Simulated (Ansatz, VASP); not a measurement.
**Si: VASP beside Ansatz**

Contents of INCAR:

```
PREC     = Accurate       # precision mode
ENCUT    = 520            # plane-wave cutoff, eV
EDIFF    = 1E-6           # SCF threshold, eV
ISMEAR   = 0              # smearing method
SIGMA    = 0.1            # smearing width, eV
LREAL    = False          # projectors in reciprocal space
LASPH    = True           # aspherical terms in the spheres
NELM     = 60             # most SCF steps
ALGO     = Normal         # electronic algorithm
ISIF     = 2              # what is computed and relaxed
LWAVE    = False          # write WAVECAR
LCHARG   = True           # write CHGCAR
LDIPOL   = True         
IDIPOL   = 3            
DIPOL    = 0.5 0.5 0.500
GGA      = PE             # functional
LELF     = True           # ELF
LVHAR    = True         
LVACPOTAV= True         
NBANDS   = 11             # bands
```

The input KPOINTS:

```
regular mesh
0
Gamma
  15 15 1
```

POSCAR

```
Si
1.0
    3.8750000000      0.0000000000      0.0000000000
   -1.9375000000      3.3558484397      0.0000000000
    0.0000000000      0.0000000000     28.0000000000
Si
2
Direct
    0.3333333333      0.6666666667      0.5127500000
    0.6666666667      0.3333333333      0.4872500000
```

Input for Ansatz:

```yaml
crystal:
  lattice:
    - [3.875, 0.0, 0.0]
    - [-1.9375, 3.3558484397, 0.0]
    - [0.0, 0.0, 28.0]
  atoms:
    - { symbol: Si, position: [0.3333333333, 0.6666666667, 0.51275] }
    - { symbol: Si, position: [0.6666666667, 0.3333333333, 0.48725] }
  periodic: [true, true, false]
basis:
  ecutwfc: 420
kpoints:
  mp_grid: { grid: [15, 15, 1] }
hamiltonian:
  xc: pbe
  pseudopotentials: { kind: paw, azcp: { folder: soft_1 } }
scf:
  occupations: { method: gaussian, width: 0.1 }
output:
  forces: true
  stress: true
  eigenvalues: true
```

Alike in both runs: task single point; functional PBE; k mesh 15 × 15 × 1; occupations gaussian, width 0.1 eV; no spin polarisation.

|  | VASP | Ansatz |
| --- | --- | --- |
| version | VASP 6.6.1 | Ansatz 0.2.0 |
| potentials or method | VASP PAW PBE potentials, release 64 (Si), cutoff 520 eV | scalar-relativistic, plane waves, PAW |
| valence electrons in the cell | 8 | 8 |

VASP gave:

- gap on the k mesh at the Fermi level (eV): none
- rms of the force components (eV/Å): 0.489
- work function, face that differs most (eV): 4.63

**Question.** Estimate Ansatz's values.

**Answer.** gap on the k mesh at the Fermi level (eV): none; rms of the force components (eV/Å): 0.484; work function, face that differs most (eV): 4.62.

Atom by atom the forces differ by 0.005 eV/Å (rms over components). A gap of «none» marks a metal or a gap that the smearing closes. The functional is the same, so the differences come from potentials, cutoffs and numerics.
